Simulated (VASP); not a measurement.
Crystal: Fe.

```
CELL_PARAMETERS angstrom
-1.42952 1.42952 1.42952
1.42952 -1.42952 1.42952
1.42952 1.42952 -1.42952
ATOMIC_POSITIONS crystal
Fe 0.00000 0.00000 0.00000
```

Base run:

```yaml
Program: VASP 6.6.1
Functional: PBE
Potentials_or_basis: VASP PAW PBE potentials, release 64 (Fe)
Cutoff: 520 eV
k_mesh: 16 × 16 × 16
Occupations: fermi-dirac, width 0.0612256 eV
Spin: collinear spin, ferromagnetic start
Starting_moments: "[2.5] μB"
```

Its results: pressure -4.6 GPa; net moment 2.25 μB per cell; site moments Fe +2.25 μB.

The run is repeated on the same cell with these changes: k mesh from 16 × 16 × 16 to 24 × 24 × 24. What comes out?

Pressure -5.4 GPa; net moment 2.24 μB per cell; site moments Fe +2.24 μB.
